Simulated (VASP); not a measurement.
# TiTe2 (P-3m1) in VASP: notebook

TiTe2 is run at these levels: PBEsol; tasks: single point, relaxation of shape and atoms at fixed volume, relaxation of cell and atoms.

All numbers are computed with VASP 6.6.1; they aren't measurements. Logs are shortened: lines on timing, memory, paths and dates and some standing lists are left out, and cuts for length are marked.

**1. The cell of the first run**

It takes space group P-3m1 (No. 164, trigonal). Conventional cell: a = 3.720 Å, b = 3.720 Å, c = 6.551 Å, α = 90.00°, β = 90.00°, γ = 120.00°. Within 3.6 Å of Ti (site symmetry -3m) lie 6 Te at 2.75 Å. Within 3.6 Å of Te (site symmetry 3m) lie 3 Ti at 2.75 Å.

**2. Single point, PBEsol (volume scaled by 1.03, then relaxed in part)**

Input file INCAR:

```
PREC = Accurate
ENCUT = 520
EDIFF = 1E-6
ISMEAR = 0
SIGMA = 0.1
LREAL = False
LASPH = True
NELM = 100
ALGO = Normal
ISIF = 2
LWAVE = False
LCHARG = False
GGA = PS
NBANDS = 19
```

Input file KPOINTS:

```
Automatic mesh
0
Gamma
  12 12 8
```

Input file POSCAR:

```
TiTe2
1.0
    3.7204187506      0.0000000000      0.0000000000
   -1.8602093753      3.2219771507      0.0000000000
    0.0000000000      0.0000000000      6.5514260271
Ti Te
1 2
Direct
    0.0000000000      0.0000000000      0.0000000000
    0.6666666667      0.3333333333      0.2626192097
    0.3333333333      0.6666666667      0.7373807903
```

Potentials or basis: VASP PAW PBE potentials, release 64 (Ti_sv, Te).

Launch:

```bash
$ cat potpaw_PBE.64/Ti_sv/POTCAR potpaw_PBE.64/Te/POTCAR > POTCAR
$ mpirun -np 1 vasp_std > vasp.out
```

OUTCAR:

```text
PREC = Accurate
   ENCUT = 520
   EDIFF = 1E-6
   ISMEAR = 0
   LREAL = False
   LASPH = True
   NELM = 100
   ISIF = 2
   GGA = PS

 ion  position               nearest neighbor table
   1  0.000  0.000  0.000-   2 2.75   3 2.75   3 2.75   2 2.75   2 2.75   3 2.75
   2  0.667  0.333  0.263-   1 2.75   1 2.75   1 2.75
   3  0.333  0.667  0.737-   1 2.75   1 2.75   1 2.75

  LATTYP: Found a hexagonal cell.
 ALAT       =     3.7204187506
 C/A-ratio  =     1.7609378047

  Lattice vectors:

 A1 = (   3.7204187506,   0.0000000000,   0.0000000000)
 A2 = (  -1.8602093753,   3.2219771507,   0.0000000000)
 A3 = (   0.0000000000,   0.0000000000,   6.5514260271)

Analysis of symmetry for initial positions (statically):
=====================================================================
 Subroutine PRICEL returns:
 Original cell was already a primitive cell.

 Routine SETGRP: Setting up the symmetry group for a
 hexagonal supercell.

 Subroutine GETGRP returns: Found 12 space group operations
 (whereof 12 operations were pure point group operations)
 out of a pool of 24 trial point group operations.

The static configuration has the point symmetry D_3d.

Analysis of symmetry for dynamics (positions and initial velocities):
=====================================================================
 Subroutine PRICEL returns:
 Original cell was already a primitive cell.

 Routine SETGRP: Setting up the symmetry group for a
 hexagonal supercell.

 Subroutine GETGRP returns: Found 12 space group operations
 (whereof 12 operations were pure point group operations)
 out of a pool of 24 trial point group operations.

The dynamic configuration has the point symmetry D_3d.

 Subroutine INISYM returns: Found 12 space group operations
 (whereof 12 operations are pure point group operations),
 and found     1 'primitive' translations

----------------------------------------------------------------------------------------

                                     Primitive cell

  volume of cell :      78.5326

  direct lattice vectors                    reciprocal lattice vectors
     3.720418751  0.000000000  0.000000000     0.268786948  0.155184217  0.000000000
    -1.860209375  3.221977151  0.000000000     0.000000000  0.310368433  0.000000000
     0.000000000  0.000000000  6.551426027     0.000000000  0.000000000  0.152638524

  length of vectors
     3.720418751  3.720418751  6.551426027     0.310368433  0.310368433  0.152638524

[... 68 lines left out ...]
   dimension x,y,z NGXF=    56 NGYF=   56 NGZF=  100
   ions per type =               1   2
   NGX,Y,Z   is equivalent  to a cutoff of  12.51, 12.51, 12.69 a.u.
   NGXF,Y,Z  is equivalent  to a cutoff of  25.02, 25.02, 25.38 a.u.
 SYSTEM =  unknown system
   PREC   = accura    normal or accurate (medium, high low for compatibility)
   ISTART =      0    job   : 0-new  1-cont  2-samecut
   ICHARG =      2    charge: 1-file 2-atom 10-const
   ISPIN  =      1    spin polarized calculation?
   LNONCOLLINEAR =      F non collinear calculations
   LSORBIT =      F    spin-orbit coupling
   LASPH  =      T    aspherical Exc in radial PAW
   ENCUT  =  520.0 eV  38.22 Ry    6.18 a.u.   6.92  6.92 12.18*2*pi/ulx,y,z
   NELM   =    100;   NELMIN=  2; NELMDL= -5     # of ELM steps
   EDIFF  = 0.1E-05   stopping-criterion for ELM
   LREAL  =      F    real-space projection
[... 7 lines left out ...]
   TEBEG  =    0.0;   TEEND  =   0.0 temperature during run
   PSTRESS=    0.0 pullay stress
   NELECT =      24.0000    total number of electrons
   NUPDOWN=      -1.0000    fix difference up-down
   EMIN   =  10.00;   EMAX   =-10.00  energy-range for DOS
   EFERMI =   0.00;   METHOD = LEGACY
   ISMEAR =     0;   SIGMA  =   0.10  broadening in eV -4-tet -1-fermi 0-gaus
   EFERMI_NEDOS =   21; number of points for ismear=-14 and -15
   IALGO  =     38    algorithm
   IMIX   =      4    mixing-type and parameters
     AMIX     =   0.40;   BMIX     =  1.00
     AMIX_MAG =   1.60;   BMIX_MAG =  1.00
  volume/ion in A,a.u.               =      26.18       176.65
  Fermi-wavevector in a.u.,A,eV,Ry     =   1.102711  2.083822 16.544310  1.215972
  Thomas-Fermi vector in A             =   2.239158
   LORBIT       =      0    0 simple, 1 ext, 2 COOP (PROOUT), +10 PAW based schemes
   GGA     = PS    functional components
   LHFCALC =     F    Hartree Fock is set to
   AEXX    =    0.0000 exact exchange contribution
   IVDW    =     0    specifies the selected vdW correction
   LEPSILON=     F    determine dielectric tensor
   LRPA    =     F    only Hartree local field effects (RPA)
 non-spin polarized calculation
 Gauss-broadening in eV      SIGMA  =   0.10
  energy-cutoff  :      520.00
  volume of cell :       78.53
 maximum number of plane-waves:      2144
   NGX = 13   NGY = 13   NGZ = 25

 number of electron      24.0000001 magnetization

 Free energy of the ion-electron system (eV)
  ---------------------------------------------------
  ext. energy  EPLUGINS =         0.00000000
  ---------------------------------------------------
  free energy    TOTEN  =       -17.53633918 eV

  energy without entropy =      -17.53046830  energy(sigma->0) =      -17.53340374

 E-fermi :   6.9520     XC(G=0): -10.1018

 val. band max:        6.9449607046   @ k =   0.4167   0.0000   0.0000
 cond. band min:       6.9530788077   @ k =   0.0000   0.4167   0.2500
 fundamental gap:      0.0081181031
 Fermi energy:         6.9520019161

 k-point     1 :       0.0000    0.0000    0.0000
  band No.  band energies     occupation
      1     -50.2177      2.00000
      2     -26.5800      2.00000
      3     -26.5800      2.00000
      4     -26.5455      2.00000
      5      -5.6079      2.00000
      6      -4.1213      2.00000
[... 505 lines left out ...]
      6      -4.0223      2.00000
[... 11 lines left out ...]
     18      13.3361      0.00000
     19      13.8078      0.00000

 [... further k-points ...]
[... 5 lines left out ...]
  --------------------------------------------------------------------------------------
  -------------------------------------------------------------------------------------
  Total       -0.4566307     -0.4566307     -0.4251138      0.0000000      0.0000000      0.0000000
  in kB       -9.3159158     -9.3159158     -8.6729264      0.0000000      0.0000000      0.0000000
  external PRESSURE =      -9.1015860 kB  Pullay stress =       0.0000000 kB

 VOLUME and BASIS-vectors are now :
 -----------------------------------------------------------------------------
  energy-cutoff  :      520.00
  volume of cell :       78.53
      direct lattice vectors                 reciprocal lattice vectors
     3.720418751  0.000000000  0.000000000     0.268786948  0.155184217  0.000000000
    -1.860209375  3.221977151  0.000000000     0.000000000  0.310368433  0.000000000
     0.000000000  0.000000000  6.551426027     0.000000000  0.000000000  0.152638524

 POSITION                                       TOTAL-FORCE (eV/Angst)
 -----------------------------------------------------------------------------------
      0.00000      0.00000      0.00000         0.000000      0.000000      0.000000
      1.86021      1.07399      1.72053         0.000000     -0.000000      0.011354
     -0.00000      2.14798      4.83090        -0.000000      0.000000     -0.011354
 -----------------------------------------------------------------------------------
    total drift:                               -0.000000     -0.000000      0.000000

  FREE ENERGIE OF THE ION-ELECTRON SYSTEM (eV)
  ---------------------------------------------------
  free  energy   TOTEN  =       -17.5363391768 eV

  energy  without entropy=      -17.5304682979  energy(sigma->0) =      -17.53340374
```

OSZICAR:

```text
N       E                     dE             d eps       ncg     rms          rms(c)
DAV:   1     0.178129868511E+03    0.17813E+03   -0.10819E+04  4978   0.118E+03
DAV:   2    -0.312283846519E+01   -0.18125E+03   -0.17639E+03  5234   0.299E+02
DAV:   3    -0.191659450194E+02   -0.16043E+02   -0.15597E+02  7496   0.834E+01
DAV:   4    -0.197657899341E+02   -0.59984E+00   -0.59688E+00  6597   0.149E+01
DAV:   5    -0.197858306954E+02   -0.20041E-01   -0.20031E-01  7018   0.262E+00    0.125E+01
DAV:   6    -0.196900334018E+02    0.95797E-01   -0.34883E+01  5582   0.377E+01    0.133E+01
DAV:   7    -0.177925383102E+02    0.18975E+01   -0.27601E+01  6251   0.307E+01    0.526E+00
DAV:   8    -0.175380158523E+02    0.25452E+00   -0.14911E+00  5875   0.854E+00    0.166E+00
DAV:   9    -0.175523412055E+02   -0.14325E-01   -0.17006E-01  6704   0.255E+00    0.143E+00
DAV:  10    -0.175391624219E+02    0.13179E-01   -0.20663E-01  5927   0.316E+00    0.760E-01
DAV:  11    -0.175366477388E+02    0.25147E-02   -0.29651E-02  5736   0.123E+00    0.321E-01
DAV:  12    -0.175364761805E+02    0.17156E-03   -0.44486E-03  5908   0.451E-01    0.218E-01
DAV:  13    -0.175363423257E+02    0.13385E-03   -0.53999E-04  5893   0.173E-01    0.420E-02
DAV:  14    -0.175363450982E+02   -0.27726E-05   -0.17131E-05  5757   0.312E-02    0.345E-02
DAV:  15    -0.175363404211E+02    0.46772E-05   -0.93461E-06  6132   0.239E-02    0.147E-02
DAV:  16    -0.175363390948E+02    0.13263E-05   -0.66744E-06  5529   0.155E-02    0.226E-03
DAV:  17    -0.175363391768E+02   -0.82006E-07   -0.25318E-07  3032   0.365E-03
   1 F= -.17536339E+02 E0= -.17533404E+02  d E =-.587088E-02
```

stdout:

```text
POSCAR found type information on POSCAR TiTe
 POSCAR found :  2 types and       3 ions
 scaLAPACK will be used
 -----------------------------------------------------------------------------
|                                                                             |
|                                                                             |
|     You enforced a specific xc type in the INCAR file but a different       |
|     I HOPE YOU KNOW WHAT YOU ARE DOING!                                     |
|                                                                             |
 -----------------------------------------------------------------------------

 LDA part: xc-table for (Slater+PW92), standard interpolation
 POSCAR, INCAR and KPOINTS ok, starting setup
 FFT: planning ... GRIDC
 FFT: planning ... GRID_SOFT
 FFT: planning ... GRID
 WAVECAR not read
 entering main loop
```

Wall time 5.9 min (1 thread of AMD EPYC 7R43 (Zen 3), shared host); peak memory 0.29 GiB.

What came out:

* Free energy: -17.5363 eV
* Pressure: -0.9 GPa
* Largest force: 0.011 eV/Å
* Band gap on the k mesh: zero (band 12 reaches 7.37 eV, above the bottom of band 13 at 6.59 eV)

Forces on the atoms (eV/Å):
```
Ti   0.000  0.000  0.000
Te   0.000  0.000  0.011
Te   0.000  0.000 -0.011
```

Caveat: the PAW data sets were made with another functional, which shifts forces and pressure a little; spin-orbit coupling is left out, which moves the levels of the heavy elements; this functional lacks dispersion, which binds the layers, so the pressure and a relaxed spacing across them are unreliable.

**3. Single point, PBEsol (volume scaled by 1.06, then relaxed in part)**

Input file INCAR:

```
PREC = Accurate
ENCUT = 520
EDIFF = 1E-7
ISMEAR = 0
SIGMA = 0.1
LREAL = F
LASPH = T
NELM = 80
ALGO = Normal
ISIF = 2
LWAVE = F
LCHARG = F
GGA = PS
NBANDS = 19
```

Input file KPOINTS:

```
regular mesh
0
Gamma
  12 12 8
```

Input file POSCAR:

```
TiTe2
1.0
    3.7383257866      0.0000000000      0.0000000000
   -1.8691628933      3.2374850988      0.0000000000
    0.0000000000      0.0000000000      6.6778066207
Ti Te
1 2
Direct
    0.0000000000      0.0000000000      0.0000000000
    0.6666666667      0.3333333333      0.2573058399
    0.3333333333      0.6666666667      0.7426941601
```

Potentials or basis: VASP PAW PBE potentials, release 64 (Ti_sv, Te).

Launch:

```bash
$ cat potpaw_PBE.64/Ti_sv/POTCAR potpaw_PBE.64/Te/POTCAR > POTCAR
$ mpirun -np 1 vasp_std > vasp.out
```

It took 4.7 min on 1 thread of AMD EPYC 7R43 (Zen 3), shared host; peak memory 0.29 GiB.

Results (log left out):

```yaml
Free_energy: -17.5188 eV
Pressure: -1.5 GPa
Largest_force: 0.012 eV/Å
Band_gap_on_the_k_mesh: zero (band 12 reaches 7.00 eV, above the bottom of band 13 at 6.27 eV)
```

Forces in eV/Å, atoms in the order of the input:
```
Ti   0.000  0.000  0.000
Te   0.000  0.000  0.012
Te   0.000  0.000 -0.012
```

Stress tensor (GPa, compression positive):
```
-1.56  0.00  0.00
 0.00 -1.56  0.00
 0.00  0.00 -1.41
```

Levels at points of the mesh, in eV from the Fermi level:
| k point | band 8 | band 9 | band 10 | band 11 | band 12 | band 13 | band 14 | band 15 | band 16 | band 17 |
| --- | --- | --- | --- | --- | --- | --- | --- | --- | --- | --- |
| (0.00, 0.00, 0.00) | -1.60 | -1.60 | 0.27 | 0.27 | 0.41 | 0.41 | 1.19 | 1.19 | 3.24 | 3.24 |
| (0.50, 0.00, 0.00) | -3.85 | -2.62 | -2.42 | -1.75 | -0.98 | -0.02 | 1.20 | 1.53 | 2.46 | 3.37 |
| (0.00, 0.00, 0.50) | -2.67 | -1.55 | -1.55 | 0.40 | 0.40 | 0.95 | 0.95 | 0.96 | 3.57 | 3.57 |
| (0.50, 0.00, 0.50) | -4.53 | -2.46 | -1.95 | -1.12 | -0.57 | -0.33 | 1.20 | 1.52 | 2.77 | 3.55 |

Caveat: the PAW data sets were made with another functional, which shifts forces and pressure a little; spin-orbit coupling is left out, which moves the levels of the heavy elements; this functional lacks dispersion, which binds the layers, so the pressure and a relaxed spacing across them are unreliable.

(Continued in part 2 of 2.)
